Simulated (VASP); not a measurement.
A run of VASP 6.6.1 is set up as follows.

The input INCAR:

```
SYSTEM = Hf3Cu2
  PREC = Accurate
  ENCUT = 520
  EDIFF = 1E-7
  ISMEAR = -1
  SIGMA = 0.1025
  LREAL = Auto
  LASPH = .TRUE.
  NELM = 100
  ALGO = Normal
  ISIF = 2
  LWAVE = .FALSE.
  LCHARG = .FALSE.
  GGA = PE
  ISYM = 0
  NBANDS = 120
```

The input KPOINTS:

```
Automatic mesh
0
Gamma
  1 1 1
  0.25 0.25 0.25
```

Contents of POSCAR:

```
Hf3Cu2
1.0
    7.2029110000      0.1545100000      0.0179390000
    0.1545100000      7.0196640000      0.1717330000
    0.0179390000      0.1717330000      7.3911250000
Hf Cu
12 8
Direct
    0.3519116770      0.0976922789      0.6052776902
    0.5095092297      0.5639894634      0.9804533561
    0.2443744165      0.8412025909      0.8897717090
    0.9542466216      0.1615420887      0.8990827056
    0.8325153253      0.4359588686      0.1720943677
    0.5834080753      0.1261572614      0.0061317969
    0.4662811769      0.3229760406      0.3163026924
    0.3468374536      0.6283802461      0.6081530833
   -0.0071095168      0.3567495548      0.5317934504
    0.4764933308      0.8801413200      0.2794085984
    0.0965933995      0.1050627347      0.2581580575
    0.7512067140      0.8494109780      0.6994484882
    0.2624687252      0.3237961881      0.9812354794
    0.6988031790      0.4098589697      0.6945529753
    1.0004588853      0.5023231600      0.8329749943
    0.7112034902      0.6258592760      0.4180857487
    0.8697701093      0.7950261270      0.1121481469
    0.0249924201      0.7921830527      0.4702390622
    0.7615808070      0.0608121441      0.4022600822
    0.1701428335      0.6231400481      0.2064743997
```

Potentials or basis: VASP PAW PBE potentials, release 64 (Hf_pv, Cu).

Command:

```bash
$ cat potpaw_PBE.64/Hf_pv/POTCAR potpaw_PBE.64/Cu/POTCAR > POTCAR
$ mpirun -np 1 vasp_std > vasp.out
```

Question: Estimate the pressure.

Answer: 2.9 GPa.

Question: Predict the largest force.

Answer: 2.894 eV/Å.

Stress tensor (GPa, compression positive):
```
 1.03 -1.47 -2.89
-1.47  1.66 -1.53
-2.89 -1.53  5.86
```

Caveat: the k points lie up to 0.90 Å⁻¹ apart, too coarse for converged energies, forces and pressures; the atoms stand as in a frame of molecular dynamics.
